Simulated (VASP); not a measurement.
A run of VASP 6.6.1 is set up as follows.

Contents of INCAR:

```
SYSTEM = Mg
PREC = Accurate
ENCUT = 520
EDIFF = 1E-6
ISMEAR = 0
SIGMA = 0.15
LREAL = .False.
LASPH = .True.
NELM = 60
ALGO = Normal
ISIF = 2
LWAVE = .False.
LCHARG = .True.
GGA = PS
LELF = .True.
LVHAR = .True.
NBANDS = 9
```

Contents of KPOINTS:

```
Automatic mesh
0
Gamma
  18 18 10
  0 0 0
```

Contents of POSCAR:

```
Mg
1.0
    3.4660132551      0.0000000000      0.0000000000
   -1.7330066275      3.0016555288      0.0000000000
    0.0000000000      0.0000000000      5.2103300000
Mg
2
Direct
    0.3333333333      0.6666666667      0.2500000000
    0.6666666667      0.3333333333      0.7500000000
```

Potentials or basis: VASP PAW PBE potentials, release 64 (Mg).

Command:

```bash
$ cat potpaw_PBE.64/Mg/POTCAR > POTCAR
$ mpirun -np 1 vasp_std > vasp.out
```

Q: Predict the pressure.

A: -4.7 GPa.

Q: What does it give for the band gap on the k mesh?

A: Zero (bands 2 and 3 overlap by 1.77 eV).

Stress tensor (GPa, compression positive):
```
-5.34  0.00  0.00
 0.00 -5.34  0.00
 0.00  0.00 -3.33
```

Caveat: the cell differs from its parent crystal (strain +0.080 along x and y, +0.000 along z); the cell stands under tension; the PAW data sets were made with another functional, which shifts forces and pressure a little.
